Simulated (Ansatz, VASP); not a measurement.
**One calculation of Co, two programs**

The input INCAR:

```
ALGO = Normal
EDIFF = 1E-7
ENCUT = 520
GGA = CA
ISIF = 2
ISMEAR = 0
ISPIN = 2
LASPH = True
LCHARG = False
LMAXMIX = 4
LORBIT = 11
LREAL = False
LWAVE = False
MAGMOM = 3 -3
NBANDS = 20
NELM = 150
PREC = Accurate
SIGMA = 0.1
```

Contents of KPOINTS:

```
k-points
0
Gamma
  11 11 6
```

POSCAR

```
Co
1.0
    2.5053999800      0.0000000000      0.0000000000
   -1.2526999900      2.1697400300      0.0000000000
    0.0000000000      0.0000000000      4.0893000000
Co
2
Direct
    0.3333333300      0.6666666700      0.2500000000
    0.6666666700      0.3333333300      0.7500000000
```

Input for Ansatz:

```yaml
crystal:
  lattice:
    - [2.50539998, 0.0, 0.0]
    - [-1.25269999, 2.16974003, 0.0]
    - [0.0, 0.0, 4.0893]
  atoms:
    - { symbol: Co, position: [0.33333333, 0.66666667, 0.25], spin: 3.0 }
    - { symbol: Co, position: [0.66666667, 0.33333333, 0.75], spin: -3.0 }
magnetization:
  spin_polarized: true
hamiltonian:
  xc: lda
  pseudopotentials: { kind: paw }
basis:
  ecutwfc: 420
kpoints:
  mp_grid: { grid: [11, 11, 6] }
scf:
  occupations: { method: gaussian, width: 0.1 }
  lower_state_search: "off"
output:
  forces: true
  stress: true
```

Alike in both runs: task single point; functional LDA; k mesh 11 × 11 × 6; occupations gaussian, width 0.1 eV; collinear spin.

|  | VASP | Ansatz |
| --- | --- | --- |
| version | VASP 6.6.1 | Ansatz 0.2.0 |
| potentials or method | VASP PAW LDA potentials, release 64 (Co), cutoff 520 eV | PAW, plane waves, scalar-relativistic |
| valence electrons in the cell | 18 | 34 |

Ansatz gave:

| Item | Value |
| --- | --- |
| net moment per atom (μB) | 0.00 |
| size of the moment on the site where the two differ most (μB) | 0.69 |

Task: Estimate VASP's values.

Result: net moment per atom (μB): 0.00; size of the moment on the site where the two differ most (μB): 0.29.

LDA's correlation is that of Perdew and Zunger in VASP and of Perdew and Wang (1992) in Ansatz. Site moments also hang on the region over which each program counts them. VASP's potentials hold 18 valence electrons a cell and Ansatz's 34, so a difference there can come from the potentials and not from the codes. Ansatz's warnings: negative dielectric reading.
